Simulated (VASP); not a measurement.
Crystal: YNbN2.

```
Y Nb N
1.0
     3.27217    0.00000    0.00000
    -1.63608    2.83378    0.00000
     0.00000    0.00000    5.34387
Y Nb N
1 1 2
Direct
  0.00000 0.00000 0.50000
  0.00000 0.00000 0.00000
  0.33333 0.66667 0.80710
  0.66667 0.33333 0.19290
```

* Program: VASP 6.6.1
* Task: relaxation of cell and atoms
* Functional: PBE
* Potentials or basis: VASP PAW PBE potentials, release 64 (Y_sv, Nb_sv, N)
* Cutoff: 600 eV
* k mesh: 6 × 6 × 4
* Occupations: gaussian, width 0.1 eV
* Spin: no spin polarisation

At the start: pressure 13.9 GPa; volume 12.39 Å³/atom.

Where does the relaxation end?

Over 10 steps the energy falls by 199.4 meV/atom and the volume is 12.77 Å³/atom (+3.0 %); space group P-3m1 (No. 164, to 0.05 Å).

The path:
| step | energy change (eV) | largest force (eV/Å) | pressure (GPa) | volume (Å³) |
| --- | --- | --- | --- | --- |
| 1 | 0.0000 | 2.4508 | 13.89 | 49.55 |
| 2 | -0.3447 | 0.1652 | -19.22 | 57.41 |
| 3 | -0.5908 | 0.8574 | -9.02 | 54.19 |
| 4 | -0.7655 | 0.2894 | 0.88 | 50.71 |
| 5 | -0.7709 | 0.3861 | -0.71 | 51.18 |
| 6 | -0.7917 | 0.2109 | 1.76 | 50.64 |
| 7 | -0.7917 | 0.2054 | 1.86 | 50.61 |
| 8 | -0.7959 | 0.0345 | -1.34 | 51.39 |
| 9 | -0.7969 | 0.0812 | -0.40 | 51.15 |
| 10 | -0.7978 | 0.0247 | -0.11 | 51.06 |

Final structure:
```cif
data_structure
_symmetry_space_group_name_H-M 'P 1'
_symmetry_Int_Tables_number 1
_cell_length_a 3.1991
_cell_length_b 3.1991
_cell_length_c 5.7608
_cell_angle_alpha 90.000
_cell_angle_beta 90.000
_cell_angle_gamma 120.000
_cell_volume 51.06
loop_
_atom_site_label
_atom_site_type_symbol
_atom_site_fract_x
_atom_site_fract_y
_atom_site_fract_z
_atom_site_occupancy
Y1 Y 0.00000 0.00000 0.50000 1
Nb1 Nb 0.00000 0.00000 0.00000 1
N1 N 0.33333 0.66667 0.77648 1
N2 N 0.66667 0.33333 0.22352 1
```

Caveat: the k points lie up to 0.38 Å⁻¹ apart in the final cell.
